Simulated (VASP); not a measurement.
# Pd: single point with PBE

The system is Pd.

```xyz
1
Lattice="0.0000 1.9735 1.9735 1.9735 0.0000 1.9735 1.9735 1.9735 0.0000" Properties=species:S:1:pos:R:3 pbc="T T T"
Pd    0.0000    0.0000    0.0000
```

- Program: VASP 6.6.1
- Task: single point
- Functional: PBE
- Potentials or basis: VASP PAW PBE potentials, release 64 (Pd)
- Cutoff: 520 eV
- k mesh: 14 × 14 × 14
- Occupations: gaussian, width 0.3 eV
- Spin: no spin polarisation

The pressure is -0.2 GPa. The band gap on the k mesh is zero (band 5 reaches 9.37 eV, above the bottom of band 6 at 7.88 eV).

Levels at points of the mesh, in eV from the Fermi level:
| k point | band 3 | band 4 | band 5 | band 6 | band 7 | band 8 |
| --- | --- | --- | --- | --- | --- | --- |
| (0.00, 0.00, 0.00) | -2.69 | -2.69 | -1.19 | -1.19 | 17.13 | 21.67 |
| (0.50, 0.00, 0.00) | -2.74 | -0.07 | -0.07 | 1.07 | 6.96 | 16.48 |
| (0.50, 0.50, 0.00) | -0.10 | 0.23 | 0.23 | 3.32 | 10.31 | 12.95 |

It took 11 s on 1 thread of Intel Xeon 6975P-C (shared host), peak memory 0.15 GiB.
